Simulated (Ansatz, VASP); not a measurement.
# One calculation of Be, two programs

Contents of INCAR:

```
ALGO = Normal
EDIFF = 1E-7
ENCUT = 520
GGA = RP
ISIF = 2
ISMEAR = -1
LASPH = T
LCHARG = F
LREAL = F
LWAVE = F
NBANDS = 9
NELM = 80
PREC = Accurate
SIGMA = 0.1
```

The input KPOINTS:

```
k-points
0
Gamma
  12 12 12
```

File POSCAR:

```
Be
1.0
    0.0000000000      2.3683616663      2.3683616663
    2.3683616663      0.0000000000      2.3683616663
    2.3683616663      2.3683616663      0.0000000000
Be
2
Direct
    0.1250000000      0.1250000000      0.1250000000
    0.8750000000      0.8750000000      0.8750000000
```

Input for Ansatz:

```yaml
crystal:
  lattice:
    - [0.0, 2.3683616663, 2.3683616663]
    - [2.3683616663, 0.0, 2.3683616663]
    - [2.3683616663, 2.3683616663, 0.0]
  atoms:
    - { symbol: Be, position: [0.125, 0.125, 0.125] }
    - { symbol: Be, position: [0.875, 0.875, 0.875] }
hamiltonian:
  xc: rpbe
  pseudopotentials:
    kind: paw
    azcp:
      Be: "pseudopotentials/Be.paw.azcp"
basis:
  ecutwfc: 420
  fft_grid_basis: typed
kpoints:
  mp_grid: { grid: [12, 12, 12], shift: [0, 0, 0] }
magnetization:
  spin_polarized: false
scf:
  occupations: { method: fermi_dirac, width: 0.1 }
  lower_state_search: "off"
output:
  stress: true
```

Alike in both runs: task single point; functional RPBE; k mesh 12 × 12 × 12; occupations fermi-dirac, width 0.1 eV; no spin polarisation.

```csv
,VASP,Ansatz
version,VASP 6.6.1,Ansatz 0.2.0
potentials or method,"VASP PAW PBE potentials, release 64 (Be), cutoff 520 eV","plane waves (420 eV) with PAW, scalar-relativistic"
valence electrons in the cell,4,4
```

|  | VASP | Ansatz | Ansatz less VASP |
| --- | --- | --- | --- |
| pressure (GPa) | 6.6 | 6.6 | +0.01 |

VASP's potentials were made for PBE, not for RPBE.
